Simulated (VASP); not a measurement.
# Sb (Fd-3m) in VASP: a series of runs

Aim: see how the results for Sb move with the level of theory and the settings. Levels: r2SCAN, PBE. Tasks: single point.

Everything below comes from runs of VASP 6.6.1. Logs are shortened: lines on timing, memory, paths and dates and some standing lists are left out, and cuts for length are marked.

## (1) The cell of the first run

The structure is cubic, space group Fd-3m (No. 227). Conventional cell: a = 7.087 Å, b = 7.087 Å, c = 7.087 Å, α = 90.00°, β = 90.00°, γ = 90.00°. Within 4.0 Å of Sb (site symmetry -43m) lie 4 Sb at 3.07 Å.

## (2) Single point, r2SCAN

POSCAR reads:

```
Sb
1.0
    0.0000000000      3.5433727768      3.5433727768
    3.5433727768      0.0000000000      3.5433727768
    3.5433727768      3.5433727768      0.0000000000
Sb
2
Direct
    0.0000000000      0.0000000000      0.0000000000
    0.2500000000      0.2500000000      0.2500000000
```

INCAR.step1 reads:

```
PREC     = Accurate       # precision mode
ENCUT    = 520            # plane-wave cutoff, eV
ISMEAR   = -1             # smearing method
SIGMA    = 0.1            # smearing width, eV
LREAL    = False          # projectors in reciprocal space
LASPH    = True           # aspherical terms in the spheres
NELM     = 100            # most SCF steps
NBANDS   = 12             # bands
GGA      = PE             # functional
ALGO     = Normal         # electronic algorithm
EDIFF    = 1E-4           # SCF threshold, eV
LWAVE    = True           # write WAVECAR
LCHARG   = False          # write CHGCAR
```

INCAR.step2 reads:

```
PREC     = Accurate       # precision mode
ENCUT    = 520            # plane-wave cutoff, eV
EDIFF    = 1E-7           # SCF threshold, eV
ISMEAR   = -1             # smearing method
SIGMA    = 0.1            # smearing width, eV
LREAL    = False          # projectors in reciprocal space
LASPH    = True           # aspherical terms in the spheres
NELM     = 100            # most SCF steps
ALGO     = Normal         # electronic algorithm
ISIF     = 2              # what is computed and relaxed
LWAVE    = False          # write WAVECAR
LCHARG   = True           # write CHGCAR
METAGGA  = R2SCAN         # meta-GGA
LMIXTAU  = True         
LELF     = True           # ELF
LVHAR    = True         
NBANDS   = 12             # bands
ISTART   = 1
```

KPOINTS reads:

```
Automatic mesh
0
Gamma
  9 9 9
```

Potentials or basis: VASP PAW PBE potentials, release 64 (Sb).

The run is started by

```sh
> cat potpaw_PBE.64/Sb/POTCAR > POTCAR
> cp INCAR.step1 INCAR
> mpirun -np 1 vasp_std > vasp.out
> cp INCAR.step2 INCAR
> mpirun -np 1 vasp_std > vasp.out
```

OUTCAR:

```text
PREC = Accurate
   ENCUT = 520
   EDIFF = 1E-7
   ISMEAR = -1
   LREAL = False
   LASPH = True
   NELM = 100
   ISIF = 2
   METAGGA = R2SCAN
   ISTART = 1

 ion  position               nearest neighbor table
   1  0.000  0.000  0.000-   2 3.07   2 3.07   2 3.07   2 3.07
   2  0.250  0.250  0.250-   1 3.07   1 3.07   1 3.07   1 3.07

  LATTYP: Found a face centered cubic cell.
 ALAT       =     7.0867455536

  Lattice vectors:

 A1 = (   0.0000000000,   3.5433727768,   3.5433727768)
 A2 = (   3.5433727768,   0.0000000000,   3.5433727768)
 A3 = (   3.5433727768,   3.5433727768,   0.0000000000)

Analysis of symmetry for initial positions (statically):
=====================================================================
 Subroutine PRICEL returns:
 Original cell was already a primitive cell.

 Routine SETGRP: Setting up the symmetry group for a
 face centered cubic supercell.

 Subroutine GETGRP returns: Found 48 space group operations
 (whereof 24 operations were pure point group operations)
 out of a pool of 48 trial point group operations.

The static configuration has the point symmetry T_d .
 The point group associated with its full space group is O_h .

Analysis of symmetry for dynamics (positions and initial velocities):
=====================================================================
 Subroutine PRICEL returns:
 Original cell was already a primitive cell.

 Routine SETGRP: Setting up the symmetry group for a
 face centered cubic supercell.

 Subroutine GETGRP returns: Found 48 space group operations
 (whereof 24 operations were pure point group operations)
 out of a pool of 48 trial point group operations.

The dynamic configuration has the point symmetry T_d .
 The point group associated with its full space group is O_h .

 Subroutine INISYM returns: Found 48 space group operations
 (whereof 24 operations are pure point group operations),
 and found     1 'primitive' translations

----------------------------------------------------------------------------------------

                                     Primitive cell

  volume of cell :      88.9776

  direct lattice vectors                    reciprocal lattice vectors
     0.000000000  3.543372777  3.543372777    -0.141108495  0.141108495  0.141108495
     3.543372777  0.000000000  3.543372777     0.141108495 -0.141108495  0.141108495
[... 86 lines left out ...]
   LREAL  =      F    real-space projection
   EDIFFG = 0.1E-05   stopping-criterion for IOM
   NSW    =      0    number of steps for IOM
   IBRION =     -1    ionic relax: 0-MD 1-quasi-New 2-CG
   NFREE  =      0    steps in history (QN), initial steepest desc. (CG)
   ISIF   =      2    stress and relaxation
   ISYM   =      2    0-nonsym 1-usesym 2-fastsym
   POTIM  = 0.5000    time-step for ionic-motion
   TEBEG  =    0.0;   TEEND  =   0.0 temperature during run
   PSTRESS=    0.0 pullay stress
   NELECT =      10.0000    total number of electrons
   NUPDOWN=      -1.0000    fix difference up-down
   EMIN   =  10.00;   EMAX   =-10.00  energy-range for DOS
   EFERMI =   0.00;   METHOD = LEGACY
   ISMEAR =    -1;   SIGMA  =   0.10  broadening in eV -4-tet -1-fermi 0-gaus
   EFERMI_NEDOS =   21; number of points for ismear=-14 and -15
   IALGO  =     38    algorithm
   IMIX   =      4    mixing-type and parameters
     AMIX     =   0.40;   BMIX     =  1.00
     AMIX_MAG =   1.60;   BMIX_MAG =  1.00
  volume/ion in A,a.u.               =      44.49       300.23
  Fermi-wavevector in a.u.,A,eV,Ry     =   0.790038  1.492955  8.492213  0.624160
  Thomas-Fermi vector in A             =   1.895300
   LORBIT       =      0    0 simple, 1 ext, 2 COOP (PROOUT), +10 PAW based schemes
   METAGGA = R2SCAN    functional components
   LHFCALC =     F    Hartree Fock is set to
   AEXX    =    0.0000 exact exchange contribution
   IVDW    =     0    specifies the selected vdW correction
   LEPSILON=     F    determine dielectric tensor
   LRPA    =     F    only Hartree local field effects (RPA)
 non-spin polarized calculation
  energy-cutoff  :      520.00
  volume of cell :       88.98
 maximum number of plane-waves:      2421
 NGX is ok and might be reduce to    40
   NGX = 19   NGY = 19   NGZ = 19

 number of electron      10.0000000 magnetization

 Free energy of the ion-electron system (eV)
  ---------------------------------------------------
  ext. energy  EPLUGINS =         0.00000000
  ---------------------------------------------------
  free energy    TOTEN  =       -50.61934227 eV

  energy without entropy =      -50.57405109  energy(sigma->0) =      -50.59669668

 E-fermi :   3.4206     XC(G=0):  -8.1172

 val. band max:        3.3986071445   @ k =  -0.4444   0.4444   0.1111
 cond. band min:       3.4221264529   @ k =  -0.4444   0.4444   0.0000
 fundamental gap:      0.0235193083
 Fermi energy:         3.4206022807

 k-point     1 :       0.0000    0.0000    0.0000
  band No.  band energies     occupation
      1      -8.3377      2.00000
      2      -2.1950      2.00000
      3       1.5623      2.00000
      4       1.5623      2.00000
      5       1.5623      2.00000
      6       3.9585      0.00918
      7       3.9585      0.00918
      8       3.9585      0.00918
      9       7.6676      0.00000
     10      10.0818      0.00000
     11      10.0818      0.00000
     12      11.3417      0.00000
[... 331 lines left out ...]
 k-point    24 :       0.4444    0.4444    0.0000
  band No.  band energies     occupation
      1      -6.5963      2.00000
      2      -5.6946      2.00000
      3      -0.0025      2.00000
      4      -0.0025      2.00000
      5       2.9814      1.97555
      6       3.0864      1.93166
      7       7.4263      0.00000
      8       7.4263      0.00000
      9       9.1172      0.00000
     10      10.3332      0.00000
     11      12.1179      0.00000
     12      12.1180      0.00000

 [... further k-points ...]
[... 5 lines left out ...]
  --------------------------------------------------------------------------------------
  -------------------------------------------------------------------------------------
  Total       -0.9968797     -0.9968797     -0.9968797      0.0000000      0.0000000      0.0000000
  in kB      -17.9503446    -17.9503446    -17.9503446      0.0000000      0.0000000      0.0000000
  external PRESSURE =     -17.9503446 kB  Pullay stress =       0.0000000 kB

 VOLUME and BASIS-vectors are now :
 -----------------------------------------------------------------------------
  energy-cutoff  :      520.00
  volume of cell :       88.98
      direct lattice vectors                 reciprocal lattice vectors
     0.000000000  3.543372777  3.543372777    -0.141108495  0.141108495  0.141108495
     3.543372777  0.000000000  3.543372777     0.141108495 -0.141108495  0.141108495
     3.543372777  3.543372777  0.000000000     0.141108495  0.141108495 -0.141108495

 POSITION                                       TOTAL-FORCE (eV/Angst)
 -----------------------------------------------------------------------------------
      0.00000      0.00000      0.00000        -0.000000     -0.000000     -0.000000
      1.77169      1.77169      1.77169         0.000000      0.000000      0.000000
 -----------------------------------------------------------------------------------
    total drift:                               -0.000000     -0.000000      0.000000

  FREE ENERGIE OF THE ION-ELECTRON SYSTEM (eV)
  ---------------------------------------------------
  free  energy   TOTEN  =       -50.6193422695 eV

  energy  without entropy=      -50.5740510926  energy(sigma->0) =      -50.59669668
```

Run time: 74 s. Hardware: 1 thread of Intel Xeon 6975P-C (Granite Rapids), shared host; peak memory 0.25 GiB.

Results:

- Free energy: -50.6193 eV
- Pressure: -1.8 GPa
- Band gap on the k mesh: zero (band 5 reaches 3.81 eV, above the bottom of band 6 at 3.09 eV)

Caveat: the PAW data sets were made with another functional, which shifts forces and pressure a little; spin-orbit coupling is left out, which moves the levels of the heavy elements.

## (3) Single point, PBE

This run uses another cell than the first one, of 40.21 Å³/atom, 0.904 times its volume.

INCAR reads:

```
PREC     = Accurate       # precision mode
ENCUT    = 520            # plane-wave cutoff, eV
EDIFF    = 1E-7           # SCF threshold, eV
ISMEAR   = -1             # smearing method
SIGMA    = 0.06122561905347299 # smearing width, eV
LREAL    = F              # projectors in reciprocal space
LASPH    = T              # aspherical terms in the spheres
NELM     = 80             # most SCF steps
ALGO     = Normal         # electronic algorithm
ISIF     = 2              # what is computed and relaxed
LWAVE    = F              # write WAVECAR
LCHARG   = F              # write CHGCAR
GGA      = PE             # functional
NBANDS   = 12             # bands
```

KPOINTS reads:

```
Automatic mesh
0
Gamma
  14 14 14
```

POSCAR reads:

```
Sb
1.0
    0.0000000000      3.4259552219      3.4259552219
    3.4259552219      0.0000000000      3.4259552219
    3.4259552219      3.4259552219      0.0000000000
Sb
2
Direct
    0.0000000000      0.0000000000      0.0000000000
    0.2500000000      0.2500000000      0.2500000000
```

Potentials or basis: VASP PAW PBE potentials, release 64 (Sb).

The run is started by

```sh
> cat potpaw_PBE.64/Sb/POTCAR > POTCAR
> mpirun -np 1 vasp_std > vasp.out
```

Wall time 35 s (1 thread of Intel Xeon 6975P-C (Granite Rapids), shared host); peak memory 0.25 GiB.

It converged, with:

- Free energy: -7.6400 eV
- Pressure: 2.1 GPa
- Band gap on the k mesh: zero (band 5 reaches 5.18 eV, above the bottom of band 6 at 3.90 eV)

Levels at points of the mesh, in eV from the Fermi level:
```
           k point  band 1  band 2  band 3  band 4  band 5  band 6  band 7  band 8  band 9  band 10
(0.00, 0.00, 0.00)  -11.81   -5.14   -1.89   -1.89   -1.89    0.46    0.46    0.46    3.91     6.34
(0.50, 0.00, 0.00)  -10.68   -8.19   -2.71   -2.71   -2.30    1.54    1.54    4.20    5.63     6.36
(0.50, 0.50, 0.00)   -9.50   -9.50   -3.61   -3.61   -0.55   -0.55    4.38    4.38    6.31     6.31
```

Caveat: spin-orbit coupling is left out, which moves the levels of the heavy elements.

## (4) Single point, PBE

This run uses another cell than the first one, of 40.21 Å³/atom, 0.904 times its volume.

INCAR reads:

```
SYSTEM = Sb
ALGO = Normal
EDIFF = 1E-7
ENCUT = 520
GGA = PE
ISIF = 2
ISMEAR = -1
LASPH = .True.
LCHARG = .False.
LREAL = .False.
LWAVE = .False.
NBANDS = 12
NELM = 100
PREC = Accurate
SIGMA = 0.06122561905347299
```

KPOINTS reads:

```
k-points
0
Gamma
  14 14 14
  0 0 0
```

POSCAR is that of step 3.

The run is started by

```sh
> cat potpaw_PBE.64/Sb/POTCAR > POTCAR
> mpirun -np 1 vasp_std > vasp.out
```

Wall time 33 s (1 thread of Intel Xeon 6975P-C (Granite Rapids), shared host); peak memory 0.25 GiB.

It converged, with:

```
Free energy            : -7.6400 eV
Pressure               : 2.1 GPa
Band gap on the k mesh : zero (band 5 reaches 5.18 eV, above the bottom of band 6 at 3.90 eV)
```

Levels at points of the mesh, in eV from the Fermi level:
```csv
k point,band 3,band 4,band 5,band 6,band 7,band 8
"(0.00, 0.00, 0.00)",-1.89,-1.89,-1.89,0.46,0.46,0.46
"(0.50, 0.00, 0.00)",-2.71,-2.71,-2.30,1.54,1.54,4.20
"(0.50, 0.50, 0.00)",-3.61,-3.61,-0.55,-0.55,4.38,4.38
```

Caveat: spin-orbit coupling is left out, which moves the levels of the heavy elements.

## (5) Single point, PBE

This run uses another cell than the first one, of 41.07 Å³/atom, 0.923 times its volume.

INCAR reads:

```
SYSTEM = Sb
PREC = Accurate ; ENCUT = 520
EDIFF = 1E-6 ; ISMEAR = -1
SIGMA = 0.06122561905347299 ; LREAL = .FALSE.
LASPH = .TRUE. ; NELM = 100
ALGO = Normal ; ISIF = 2
LWAVE = .FALSE. ; LCHARG = .TRUE.
GGA = PE ; LELF = .TRUE.
LVHAR = .TRUE. ; NBANDS = 12
```

KPOINTS reads:

```
Automatic mesh
0
G
  14 14 14
  0 0 0
```

POSCAR reads:

```
Sb
1.0
    0.0000000000      3.4500824621      3.4500824621
    3.4500824621      0.0000000000      3.4500824621
    3.4500824621      3.4500824621      0.0000000000
Sb
2
Direct
    0.0000000000      0.0000000000      0.0000000000
    0.2500000000      0.2500000000      0.2500000000
```

The run is started by

```sh
> cat potpaw_PBE.64/Sb/POTCAR > POTCAR
> mpirun -np 1 vasp_std > vasp.out
```

Wall time 29 s (1 thread of Intel Xeon 6975P-C (Granite Rapids), shared host); peak memory 0.25 GiB.

It converged, with:

```yaml
Free_energy: -7.6583 eV
Pressure: 1.3 GPa
Band_gap_on_the_k_mesh: zero (band 5 reaches 4.95 eV, above the bottom of band 6 at 3.73 eV)
```

Levels at points of the mesh, in eV from the Fermi level:
```tsv
k point	band 1	band 2	band 3	band 4	band 5	band 6	band 7	band 8	band 9	band 10
(0.00, 0.00, 0.00)	-11.68	-5.23	-1.84	-1.84	-1.84	0.48	0.48	0.48	3.93	6.34
(0.50, 0.00, 0.00)	-10.57	-8.13	-2.64	-2.64	-2.27	1.55	1.55	4.12	5.61	6.33
(0.50, 0.50, 0.00)	-9.43	-9.43	-3.52	-3.52	-0.51	-0.51	4.29	4.29	6.24	6.24
```

Caveat: spin-orbit coupling is left out, which moves the levels of the heavy elements.

## (6) Single point, PBE

This run uses another cell than the first one, of 41.07 Å³/atom, 0.923 times its volume.

INCAR reads:

```
PREC = Accurate ; ENCUT = 520
EDIFF = 1E-6 ; ISMEAR = -1
SIGMA = 0.06122561905347299 ; LREAL = False
LASPH = True ; NELM = 100
ALGO = Normal ; ISIF = 2
LWAVE = False ; LCHARG = False
GGA = PE ; NBANDS = 12
```

KPOINTS reads:

```
regular mesh
0
Gamma
  14 14 14
```

POSCAR is that of step 5.

Potentials or basis: VASP PAW PBE potentials, release 64 (Sb).

The run is started by

```sh
> cat potpaw_PBE.64/Sb/POTCAR > POTCAR
> mpirun -np 1 vasp_std > vasp.out
```

Run time: 30 s. Hardware: 1 thread of Intel Xeon 6975P-C (Granite Rapids), shared host; peak memory 0.25 GiB.

It converged, with:

| Property | Result |
| --- | --- |
| Free energy | -7.6583 eV |
| Pressure | 1.3 GPa |
| Band gap on the k mesh | zero (band 5 reaches 4.95 eV, above the bottom of band 6 at 3.73 eV) |

Levels at points of the mesh, in eV from the Fermi level:
```tsv
k point	band 2	band 3	band 4	band 5	band 6	band 7	band 8	band 9
(0.00, 0.00, 0.00)	-5.23	-1.84	-1.84	-1.84	0.48	0.48	0.48	3.93
(0.50, 0.00, 0.00)	-8.13	-2.64	-2.64	-2.27	1.55	1.55	4.12	5.61
(0.50, 0.50, 0.00)	-9.43	-3.52	-3.52	-0.51	-0.51	4.29	4.29	6.24
```

Caveat: spin-orbit coupling is left out, which moves the levels of the heavy elements.

## (7) Summary

```csv
level,cell,k mesh,smearing,gap on the mesh (eV),pressure (GPa)
r2SCAN,"a = 5.011 Å, angles 60.0°, 2 atoms",9 × 9 × 9,fermi-dirac 0.1 eV,none,-1.8
PBE,"a = 4.845 Å, angles 60.0°, 2 atoms",14 × 14 × 14,fermi-dirac 0.0612256 eV,none,2.1
PBE,"a = 4.879 Å, angles 60.0°, 2 atoms",14 × 14 × 14,fermi-dirac 0.0612256 eV,none,1.3
```

Alike in all rows: task single point; potentials or basis VASP PAW PBE potentials, release 64 (Sb); no spin polarisation; cutoff (eV) 520.

Caveats: spin-orbit coupling is left out, which moves the levels of the heavy elements; the PAW data sets were made with another functional, which shifts forces and pressure a little (some runs).

Total energies depend on the potentials used, so only differences within one code and one set of settings carry meaning.
